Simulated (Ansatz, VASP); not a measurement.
## Cr: VASP beside Ansatz

```xyz
1
Lattice="0.0000 1.7981 1.7981 1.7981 0.0000 1.7981 1.7981 1.7981 0.0000" Properties=species:S:1:pos:R:3 pbc="T T T"
Cr    0.0000    0.0000    0.0000
```

Alike in both runs: task single point; functional r2SCAN; k mesh 20 × 20 × 20; occupations gaussian, width 0.05 eV; no spin polarisation.

|  | VASP | Ansatz |
| --- | --- | --- |
| version | VASP 6.6.1 | Ansatz 0.2.0 |
| potentials or method | VASP PAW PBE potentials, release 64 (Cr_pv), cutoff 520 eV | scalar-relativistic, plane waves, PAW |
| valence electrons in the cell | 12 | 14 |

Ansatz gave:

```
gap on the k mesh at the Fermi level (eV) : none
pressure (GPa)                            : 0.0
```

Question: Estimate VASP's values.

Answer: gap on the k mesh at the Fermi level (eV): none; pressure (GPa): 0.7.

VASP's potentials were made for PBE, not for r2SCAN. A gap of «none» marks a metal or a gap that the smearing closes. VASP's potentials hold 12 valence electrons a cell and Ansatz's 14, so a difference there can come from the potentials and not from the codes.
